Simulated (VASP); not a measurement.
GaIr3, 4 atoms in the cell. Symmetry: Cmmm, No. 65, orthorhombic system. The conventional cell has a = 5.503 Å, b = 7.462 Å, c = 2.741 Å, α = 90.00°, β = 90.00°, γ = 90.00°. Ga (site symmetry mmm) has 16 Ir at 2.69 to 3.88 Å and 2 Ga at 2.74 Å within 3.9 Å. Within 3.9 Å of Ir (site symmetry mmm) lie 10 Ir at 2.69 to 2.74 Å and 8 Ga at 2.75 to 3.88 Å. Ir (site symmetry 2/m) has 4 Ga at 2.69 Å and 14 Ir at 2.69 to 3.88 Å within 3.9 Å. 

```yaml
Program: VASP 6.6.1
Task: single point
Functional: PBE
Potentials_or_basis: VASP PAW PBE potentials, release 64 (Ga_d, Ir)
Cutoff: 500 eV
k_mesh: 10 × 10 × 16
Occupations: gaussian, width 0.1 eV
Spin: no spin polarisation
Dipole_correction: no
Further_INCAR_settings: ALGO = Normal; EDIFF = 1e-06; NBANDS = 28
```

Potentials or basis: VASP PAW PBE potentials, release 64 (Ga_d, Ir).

Launch:

```sh
$ cat potpaw_PBE.64/Ga_d/POTCAR potpaw_PBE.64/Ir/POTCAR > POTCAR
$ mpirun -np 1 vasp_std > vasp.out
```

Hardware: 1 thread of AMD EPYC 9R45 96-Core Processor (Zen 5), with other jobs on the host.

Question: Estimate the wall time of this run.

Answer: It took 3.5 min on 1 thread of AMD EPYC 9R45 96-Core Processor (Zen 5) (shared host), peak memory 0.43 GiB. Counts: scf iterations 14, k points 279.
